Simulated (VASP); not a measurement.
Crystal: Mo.

```
CELL_PARAMETERS angstrom
0.00000 2.76083 2.76083
2.76083 0.00000 2.76083
2.76083 2.76083 0.00000
ATOMIC_POSITIONS crystal
Mo 0.12500 0.12500 0.12500
Mo 0.87500 0.87500 0.87500
```

This isn't the form of Mo at room conditions, which is bcc.

```yaml
Program: VASP 6.6.1
Task: relaxation of cell and atoms
Functional: r2SCAN
Potentials_or_basis: VASP PAW PBE potentials, release 64 (Mo_sv)
Cutoff: 600 eV
k_mesh: 10 × 10 × 10
Occupations: fermi-dirac, width 0.1 eV
Spin: no spin polarisation
```

At the start: pressure 9.9 GPa; volume 21.04 Å³/atom.

Question: How do energy, volume and symmetry change on relaxing?

Answer: Over 4 steps the energy falls by 48.2 meV/atom and the volume is 22.72 Å³/atom (+8.0 %); space group Fd-3m (No. 227, to 0.1 Å) before and after.

Step by step:
| step | energy change (eV) | largest force (eV/Å) | pressure (GPa) | volume (Å³) |
| --- | --- | --- | --- | --- |
| 1 | 0.0000 | 0.0000 | 9.89 | 42.09 |
| 2 | 0.0673 | 0.0000 | -9.45 | 50.51 |
| 3 | -0.0963 | 0.0000 | -0.20 | 45.51 |
| 4 | -0.0963 | 0.0000 | -0.02 | 45.44 |

Final structure:
```xyz
2
Lattice="0.0000 2.8322 2.8322 2.8322 0.0000 2.8322 2.8322 2.8322 0.0000" Properties=species:S:1:pos:R:3 pbc="T T T"
Mo    0.7081    0.7081    0.7081
Mo    4.9564    4.9564    4.9564
```

Caveat: the PAW data sets were made with another functional, which shifts forces and pressure a little.
